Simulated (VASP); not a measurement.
# LiHSO4 (P1) in VASP: notebook

Runs on LiHSO4. Level: LDA. Tasks: single point.

Everything below comes from runs of VASP 6.6.1. Logs are shortened: lines on timing, memory, paths and dates and some standing lists are left out, and cuts for length are marked.

### 1 The cell of the first run

The typed cell holds 28 atoms: a = 5.341 Å, b = 7.374 Å, c = 8.560 Å, α = 90.00°, β = 90.15°, γ = 90.00°.

### 2 Single point, LDA

Contents of INCAR:

```
SYSTEM = LiHSO4
  PREC = Accurate
  ENCUT = 520
  EDIFF = 1E-6
  ISMEAR = -1
  SIGMA = 0.05
  LREAL = Auto
  LASPH = .True.
  NELM = 80
  ALGO = Normal
  ISIF = 2
  LWAVE = .False.
  LCHARG = .False.
  NBANDS = 88
```

Contents of KPOINTS:

```
regular mesh
0
Gamma
  2 1 1
  0 0 0
```

Contents of POSCAR:

```
LiHSO4
1.0
    5.3414780000      0.0000000000      0.0000000000
    0.0000000000      7.3736770000      0.0000000000
   -0.0226800000      0.0000000000      8.5596560000
Li H S O
4 4 4 16
Direct
    0.5010686056      0.2387140093      0.0329335665
    0.4358535175      0.8648873554      0.5115509315
    0.5359887572      0.6899949645      1.0216999375
    0.4906921016      0.2101529535      0.4903468083
    0.9364284355      0.5922553971      0.7765382160
    0.0810729822      0.1579944443      0.7120613258
    0.0893038526      0.3642551742      0.1946456727
    0.8863858602      0.8464433688      0.3135172722
    0.2736567365      0.4804116047      0.6936260055
    0.7834420533      0.9794434988      0.7733021047
    0.7550024791      0.5029648030      0.2922897836
    0.1993035320      0.0370100291      0.2326028055
    0.4363429771      0.4705522089      0.8296478270
    0.6597798650      0.9884756276      0.6172677967
    0.5900696897      0.4820254535      0.1518635796
    0.2472928473      0.0683783681      0.3972355898
    0.2801806877      0.3272315834      0.5943112667
    0.7928275738      0.7897145481      0.8408749137
    0.7486377966      0.6823461348      0.3673862594
    0.1571157046      0.2006054781      0.1247830520
    0.2901029627      0.6649192798      0.6207492451
    0.6636604752      0.0886396299      0.8830611884
    0.7179831164      0.3558604479      0.3964294827
    0.4056796017      0.9263085432      0.1820400259
    0.9883258708      0.4592281436      0.7769354282
    0.0736379598      1.0345313471      0.7423078684
    0.0257054140      0.4949362442      0.2206747561
    0.9159993187     -0.0325753352      0.2464818680
```

Potentials or basis: VASP PAW LDA potentials, release 64 (Li_sv, H, S, O).

Started as:

```console
$ cat potpaw_LDA.64/Li_sv/POTCAR potpaw_LDA.64/H/POTCAR potpaw_LDA.64/S/POTCAR potpaw_LDA.64/O/POTCAR > POTCAR
$ mpirun -np 1 vasp_std > vasp.out
```

OUTCAR:

```text
SYSTEM = LiHSO4
   PREC = Accurate
   ENCUT = 520
   EDIFF = 1E-6
   ISMEAR = -1
   LREAL = Auto
   LASPH = .True.
   NELM = 80
   ISIF = 2

 ion  position               nearest neighbor table
   1  0.501  0.239  0.033-  22 1.91  20 2.02  15 2.12
   2  0.436  0.865  0.512-  14 1.75  21 1.91  16 2.05   4 2.57
   3  0.536  0.690  0.022-  15 1.92  18 2.20
   4  0.491  0.210  0.490-  17 1.68  23 1.81  16 1.85  14 2.16   2 2.57
   5  0.936  0.592  0.777-  25 1.02
   6  0.081  0.158  0.712-  26 0.95
   7  0.089  0.364  0.195-  27 1.05  20 1.40
   8  0.886  0.846  0.314-  28 1.07
   9  0.274  0.480  0.694-  17 1.41  13 1.45  21 1.50  25 1.69
  10  0.783  0.979  0.773-  22 1.39  14 1.49  18 1.51  26 1.62
  11  0.755  0.503  0.292-  23 1.42  19 1.47  15 1.50  27 1.57
  12  0.199  0.037  0.233-  24 1.44  16 1.45  20 1.54  28 1.60
  13  0.436  0.471  0.830-   9 1.45
  14  0.660  0.988  0.617-  10 1.49   2 1.75   4 2.16
  15  0.590  0.482  0.152-  11 1.50   3 1.92   1 2.12
  16  0.247  0.068  0.397-  12 1.45   4 1.85   2 2.05
  17  0.280  0.327  0.594-   9 1.41   4 1.68
  18  0.793  0.790  0.841-  10 1.51   3 2.20
  19  0.749  0.682  0.367-  11 1.47
  20  0.157  0.201  0.125-   7 1.40  12 1.54   1 2.02
  21  0.290  0.665  0.621-   9 1.50   2 1.91
  22  0.664  0.089  0.883-  10 1.39   1 1.91
  23  0.718  0.356  0.396-  11 1.42   4 1.81
  24  0.406  0.926  0.182-  12 1.44
  25  0.988  0.459  0.777-   5 1.02   9 1.69
  26  0.074  0.035  0.742-   6 0.95  10 1.62
  27  0.026  0.495  0.221-   7 1.05  11 1.57
  28  0.916  0.967  0.246-   8 1.07  12 1.60

  LATTYP: Found a simple monoclinic cell.
 ALAT       =     5.3414780000
 B/A-ratio  =     1.3804563082
 C/A-ratio  =     1.6024939252
 COS(beta)  =    -0.0026496299

  Lattice vectors:

 A1 = (   5.3414780000,   0.0000000000,   0.0000000000)
 A2 = (   0.0000000000,   7.3736770000,   0.0000000000)
 A3 = (  -0.0226800000,   0.0000000000,   8.5596560000)

Analysis of symmetry for initial positions (statically):
=====================================================================
 Subroutine PRICEL returns:
 Original cell was already a primitive cell.

 Routine SETGRP: Setting up the symmetry group for a
 simple monoclinic supercell.

 Subroutine GETGRP returns: Found  1 space group operations
 (whereof  1 operations were pure point group operations)
 out of a pool of  4 trial point group operations.

The static configuration has the point symmetry C_1 .

Analysis of symmetry for dynamics (positions and initial velocities):
=====================================================================
 Subroutine PRICEL returns:
 Original cell was already a primitive cell.

 Routine SETGRP: Setting up the symmetry group for a
 simple monoclinic supercell.

 Subroutine GETGRP returns: Found  1 space group operations
 (whereof  1 operations were pure point group operations)
 out of a pool of  4 trial point group operations.

The dynamic configuration has the point symmetry C_1 .

 Subroutine INISYM returns: Found  1 space group operations
 (whereof  1 operations are pure point group operations),
 and found     1 'primitive' translations

----------------------------------------------------------------------------------------

                                     Primitive cell

  volume of cell :     337.1335

  direct lattice vectors                    reciprocal lattice vectors
     5.341478000  0.000000000  0.000000000     0.187214101  0.000000000  0.000496050
     0.000000000  7.373677000  0.000000000     0.000000000  0.135617549  0.000000000
    -0.022680000  0.000000000  8.559656000     0.000000000  0.000000000  0.116827125

  length of vectors
     5.341478000  7.373677000  8.559686047     0.187214758  0.135617549  0.116827125

  position of ions in fractional coordinates (direct lattice)
     0.501068606  0.238714009  0.032933566
     0.435853518  0.864887355  0.511550931
     0.535988757  0.689994965  0.021699938
     0.490692102  0.210152953  0.490346808
     0.936428435  0.592255397  0.776538216
     0.081072982  0.157994444  0.712061326
[... 20 lines left out ...]
     0.025705414  0.494936244  0.220674756
     0.915999319  0.967424665  0.246481868

  ion indices of the primitive-cell ions
   primitive index   ion index
                 1           1
                 2           2
                 3           3
                 4           4
                 5           5
                 6           6
[... 20 lines left out ...]
                27          27
                28          28

----------------------------------------------------------------------------------------

 KPOINTS: regular mesh

Automatic generation of k-mesh.
 Grid dimensions read from file:
 generate k-points for:    2    1    1

 Generating k-lattice:

  Cartesian coordinates                     Fractional coordinates (reciprocal lattice)
     0.093607050  0.000000000  0.000248025     0.500000000  0.000000000  0.000000000
     0.000000000  0.135617549  0.000000000     0.000000000  1.000000000  0.000000000
     0.000000000  0.000000000  0.116827125     0.000000000  0.000000000  1.000000000

  Length of vectors
     0.093607379  0.135617549  0.116827125

  Shift w.r.t. Gamma in fractional coordinates (k-lattice)
     0.000000000  0.000000000  0.000000000

 Subroutine IBZKPT returns following result:
 ===========================================

 Found      2 irreducible k-points:

 Following reciprocal coordinates:
            Coordinates               Weight
  0.000000  0.000000  0.000000      1.000000
  0.500000  0.000000  0.000000      1.000000
   k-points           NKPTS =      2   k-points in BZ     NKDIM =      2   number of bands    NBANDS=     88
   number of dos      NEDOS =    301   number of ions     NIONS =     28
   total plane-waves  NPLWV = 143360
   dimension x,y,z NGX =    40 NGY =   56 NGZ =   64
   dimension x,y,z NGXF=    80 NGYF=  112 NGZF=  128
   ions per type =               4   4   4  16
   NGX,Y,Z   is equivalent  to a cutoff of  12.45, 12.63, 12.43 a.u.
   NGXF,Y,Z  is equivalent  to a cutoff of  24.90, 25.25, 24.86 a.u.
 SYSTEM =  LiHSO4
   PREC   = accura    normal or accurate (medium, high low for compatibility)
   ISTART =      0    job   : 0-new  1-cont  2-samecut
   ICHARG =      2    charge: 1-file 2-atom 10-const
   ISPIN  =      1    spin polarized calculation?
   LNONCOLLINEAR =      F non collinear calculations
   LSORBIT =      F    spin-orbit coupling
   LASPH  =      T    aspherical Exc in radial PAW
   ENCUT  =  520.0 eV  38.22 Ry    6.18 a.u.   9.93 13.71 15.92*2*pi/ulx,y,z
   NELM   =     80;   NELMIN=  2; NELMDL= -5     # of ELM steps
   EDIFF  = 0.1E-05   stopping-criterion for ELM
   LREAL  =      T    real-space projection
   EDIFFG = 0.1E-04   stopping-criterion for IOM
   NSW    =      0    number of steps for IOM
   IBRION =     -1    ionic relax: 0-MD 1-quasi-New 2-CG
   NFREE  =      0    steps in history (QN), initial steepest desc. (CG)
   ISIF   =      2    stress and relaxation
   ISYM   =      2    0-nonsym 1-usesym 2-fastsym
   POTIM  = 0.5000    time-step for ionic-motion
   TEBEG  =    0.0;   TEEND  =   0.0 temperature during run
   PSTRESS=    0.0 pullay stress
   NELECT =     136.0000    total number of electrons
   NUPDOWN=      -1.0000    fix difference up-down
   EMIN   =  10.00;   EMAX   =-10.00  energy-range for DOS
   EFERMI =   0.00;   METHOD = LEGACY
   ISMEAR =    -1;   SIGMA  =   0.05  broadening in eV -4-tet -1-fermi 0-gaus
   EFERMI_NEDOS =   21; number of points for ismear=-14 and -15
   IALGO  =     38    algorithm
   IMIX   =      4    mixing-type and parameters
     AMIX     =   0.40;   BMIX     =  1.00
     AMIX_MAG =   1.60;   BMIX_MAG =  1.00
  volume/ion in A,a.u.               =      12.04        81.25
  Fermi-wavevector in a.u.,A,eV,Ry     =   1.209634  2.285876 19.908228  1.463213
  Thomas-Fermi vector in A             =   2.345205
   LORBIT       =      0    0 simple, 1 ext, 2 COOP (PROOUT), +10 PAW based schemes
   GGA     = CA    functional components
   LHFCALC =     F    Hartree Fock is set to
   AEXX    =    0.0000 exact exchange contribution
   IVDW    =     0    specifies the selected vdW correction
   LEPSILON=     F    determine dielectric tensor
   LRPA    =     F    only Hartree local field effects (RPA)
 non-spin polarized calculation
  energy-cutoff  :      520.00
  volume of cell :      337.13
 maximum number of plane-waves:      9084
 NGX is ok and might be reduce to    40
   NGX = 19   NGY = 27   NGZ = 31

 number of electron     135.9999992 magnetization

 Free energy of the ion-electron system (eV)
  ---------------------------------------------------
  ext. energy  EPLUGINS =         0.00000000
  ---------------------------------------------------
  free energy    TOTEN  =      -173.62749467 eV

  energy without entropy =     -173.62749467  energy(sigma->0) =     -173.62749467

 E-fermi :   0.8086     XC(G=0):  -8.9626

 val. band max:       -0.4880255759   @ k =   0.0000   0.0000   0.0000
 cond. band min:       4.2655426211   @ k =   0.0000   0.0000   0.0000
 fundamental gap:      4.7535681970
 Fermi energy:         0.8085663138

 k-point     1 :       0.0000    0.0000    0.0000
  band No.  band energies     occupation
      1     -43.1702      2.00000
      2     -42.9492      2.00000
      3     -42.5530      2.00000
      4     -41.9487      2.00000
      5     -23.9304      2.00000
      6     -23.7144      2.00000
[... 72 lines left out ...]
     79       7.6937      0.00000
     80       7.9413      0.00000

 k-point     2 :       0.5000    0.0000    0.0000
  band No.  band energies     occupation
      1     -43.1702      2.00000
      2     -42.9492      2.00000
      3     -42.5530      2.00000
      4     -41.9488      2.00000
      5     -23.9061      2.00000
      6     -23.7011      2.00000
[... 72 lines left out ...]
     79       7.6825      0.00000
     80       7.7963      0.00000
 [bands above 80 left out]

------------------------ aborting loop because EDIFF is reached ----------------------------------------

  FORCE on cell =-STRESS in cart. coord.  units (eV):
  Direction    XX          YY          ZZ          XY          YZ          ZX
  --------------------------------------------------------------------------------------
  -------------------------------------------------------------------------------------
  Total      -11.0329581     -6.2666495     -5.9469342     -3.2797101     10.1334387      1.4007221
  in kB      -52.4325144    -29.7813325    -28.2619324    -15.5863412     48.1576806      6.6567262
  external PRESSURE =     -36.8252598 kB  Pullay stress =       0.0000000 kB

 VOLUME and BASIS-vectors are now :
 -----------------------------------------------------------------------------
  energy-cutoff  :      520.00
  volume of cell :      337.13
      direct lattice vectors                 reciprocal lattice vectors
     5.341478000  0.000000000  0.000000000     0.187214101  0.000000000  0.000496050
     0.000000000  7.373677000  0.000000000     0.000000000  0.135617549  0.000000000
    -0.022680000  0.000000000  8.559656000     0.000000000  0.000000000  0.116827125

 POSITION                                       TOTAL-FORCE (eV/Angst)
 -----------------------------------------------------------------------------------
      2.67570      1.76020      0.28190         0.087813      0.509279     -0.453141
      2.31650      6.37740      4.37870        -0.465084     -0.872814     -0.180878
      2.86248      5.08780      0.18574         0.069259     -0.014874     -0.443262
      2.60990      1.54960      4.19720         0.980179     -0.585173     -0.256171
      4.98430      4.36710      6.64690        -0.726791     -0.315173      0.462941
      0.41690      1.16500      6.09500         0.246191      2.467007     -0.928727
[... 20 lines left out ...]
      0.13230      3.64950      1.88890        -0.831841      0.719312      1.155655
      4.88720      7.13348      2.10980         1.846637     -0.759815     -1.071292
 -----------------------------------------------------------------------------------
    total drift:                                0.009223     -0.001616     -0.012872

  FREE ENERGIE OF THE ION-ELECTRON SYSTEM (eV)
  ---------------------------------------------------
  free  energy   TOTEN  =      -173.6274946658 eV

  energy  without entropy=     -173.6274946658  energy(sigma->0) =     -173.62749467
```

Wall time 51 s (1 thread of Intel Xeon 6975P-C (Granite Rapids), shared host); peak memory 0.3 GiB.

Results:

| Property | Result |
| --- | --- |
| Free energy | -173.6275 eV |
| Largest force | 5.207 eV/Å |
| Band gap on the k mesh | 4.75 eV, direct |

Forces in eV/Å, atoms in the order of the input:
```
Li   0.088  0.509 -0.453
Li  -0.465 -0.873 -0.181
Li   0.069 -0.015 -0.443
Li   0.980 -0.585 -0.256
H   -0.727 -0.315  0.463
H    0.246  2.467 -0.929
H   -0.337  0.070 -0.224
H   -0.039  0.440 -0.631
S   -1.532  3.893  3.100
S    0.857 -3.899 -1.363
S    1.450  0.682 -2.166
S   -2.709  0.687  0.385
O    0.330 -0.222  0.037
O    1.034  0.431  1.143
O    0.070  0.587  0.773
O    0.635  0.924  0.839
O   -0.484 -0.641 -0.535
O    0.516  1.821 -1.435
O   -0.460 -0.476 -0.316
O    1.270 -2.170  1.536
O   -0.500 -2.433  0.376
O   -0.759  2.430  1.632
O   -0.058 -0.722  0.810
O   -0.523 -0.925 -1.772
O    2.072  1.188 -1.850
O   -2.039 -2.813  1.376
O   -0.832  0.719  1.156
O    1.847 -0.760 -1.071
```

Levels at points of the mesh, in eV from the valence-band top:
```tsv
k point	band 65	band 66	band 67	band 68	band 69	band 70	band 71	band 72
(0.00, 0.00, 0.00)	-0.61	-0.49	-0.27	0.00	4.75	5.76	6.41	6.83
(0.50, 0.00, 0.00)	-0.67	-0.62	-0.34	-0.16	5.92	6.46	6.67	6.94
```

Caveat: the k points lie up to 0.85 Å⁻¹ apart; the cutoff is under 1.25 times the usual one of these potentials, so pressure, stress and relaxed cells hold a basis-set (Pulay) error; forces of over 1 eV/Å act on the atoms, so gaps and moduli don't describe the material at rest. A hybrid or GW would open this gap; LDA tends to underestimate it.

(Part 1 of 2 ends here.)
